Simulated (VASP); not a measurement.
CdSe, 2 atoms in the cell. Symmetry: F-43m, No. 216, cubic system. The conventional cell has a = 6.141 Å, b = 6.141 Å, c = 6.141 Å, α = 90.00°, β = 90.00°, γ = 90.00°. Within 3.5 Å of Cd (site symmetry -43m) lie 4 Se at 2.66 Å. Within 3.5 Å of Se (site symmetry -43m) lie 4 Cd at 2.66 Å. 

* Program: VASP 6.6.1
* Task: vibrations by perturbation theory
* Functional: LDA
* Potentials or basis: VASP PAW LDA potentials, release 64 (Cd, Se)
* Cutoff: 520 eV
* k mesh: 10 × 10 × 10
* Occupations: gaussian, width 0.01 eV
* Spin: no spin polarisation
* Dipole correction: no
* Further INCAR settings: ALGO = Normal; EDIFF = 1e-08; NBANDS = 16; IBRION = 8; NSW = 1

Potentials or basis: VASP PAW LDA potentials, release 64 (Cd, Se).

Launch:

```sh
$ cat potpaw_LDA.64/Cd/POTCAR potpaw_LDA.64/Se/POTCAR > POTCAR
$ mpirun -np 1 vasp_std > vasp.out
```

Hardware: 1 thread of Intel(R) Xeon(R) Platinum 8259CL CPU @ 2.50GHz (Skylake/Cascade Lake) (shared host).

Q: How long does it take, and how much memory?

A: Run time: 14 min on 1 thread of Intel(R) Xeon(R) Platinum 8259CL CPU @ 2.50GHz (Skylake/Cascade Lake), with other jobs on the host, peak memory 0.48 GiB. Counts: scf iterations 134, k points 47.
